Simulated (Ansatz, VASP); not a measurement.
CdTe in VASP and in Ansatz

INCAR

```
SYSTEM = CdTe
PREC     = Accurate       ! precision mode
ENCUT    = 520            ! plane-wave cutoff, eV
EDIFF    = 1E-6           ! SCF threshold, eV
ISMEAR   = 0              ! smearing method
SIGMA    = 0.01           ! smearing width, eV
LREAL    = .FALSE.        ! projectors in reciprocal space
LASPH    = .TRUE.         ! aspherical terms in the spheres
NELM     = 80             ! most SCF steps
ALGO     = Normal         ! electronic algorithm
ISIF     = 2              ! what is computed and relaxed
LWAVE    = .FALSE.        ! write WAVECAR
LCHARG   = .TRUE.         ! write CHGCAR
GGA      = PE             ! functional
LELF     = .TRUE.         ! ELF
LVHAR    = .TRUE.       
NBANDS   = 16             ! bands
```

Contents of KPOINTS:

```
regular mesh
0
G
  6 6 6
  0 0 0
```

The input POSCAR:

```
CdTe
1.0
    0.0000000000      3.3103965183      3.3103965183
    3.3103965183      0.0000000000      3.3103965183
    3.3103965183      3.3103965183      0.0000000000
Cd Te
1 1
Direct
    0.0000000000      0.0000000000      0.0000000000
    0.2500000000      0.2500000000      0.2500000000
```

Input for Ansatz:

```yaml
crystal:
  lattice:
    - [0.0, 3.3103965183, 3.3103965183]
    - [3.3103965183, 0.0, 3.3103965183]
    - [3.3103965183, 3.3103965183, 0.0]
  atoms:
    - { symbol: Cd, position: [0.0, 0.0, 0.0] }
    - { symbol: Te, position: [0.25, 0.25, 0.25] }
kpoints:
  mp_grid: { grid: [6, 6, 6] }
hamiltonian:
  xc: pbe
scf:
  occupations: { method: fixed }
  n_extra_bands: 4
output:
  forces: true
  stress: true
  eigenvalues: true
```

Alike in both runs: task single point; functional PBE; k mesh 6 × 6 × 6; no spin polarisation.

|  | VASP | Ansatz |
| --- | --- | --- |
| version | VASP 6.6.1 | Ansatz 0.2.0 |
| potentials or method | VASP PAW PBE potentials, release 64 (Cd, Te) | plane waves, PAW |
| plane-wave cutoff (eV) | 520 | 420 |
| occupations | gaussian, width 0.01 eV | fixed |
| valence electrons in the cell | 18 | 36 |

|  | VASP | Ansatz | Ansatz less VASP |
| --- | --- | --- | --- |
| gap on the k mesh at the Fermi level (eV) | 0.58 | 0.58 | +0.003 |
| pressure (GPa) | 0.1 | 0.0 | -0.11 |

VASP's potentials hold 18 valence electrons a cell and Ansatz's 36, so a difference there can come from the potentials and not from the codes.

Spin-orbit coupling is off throughout.
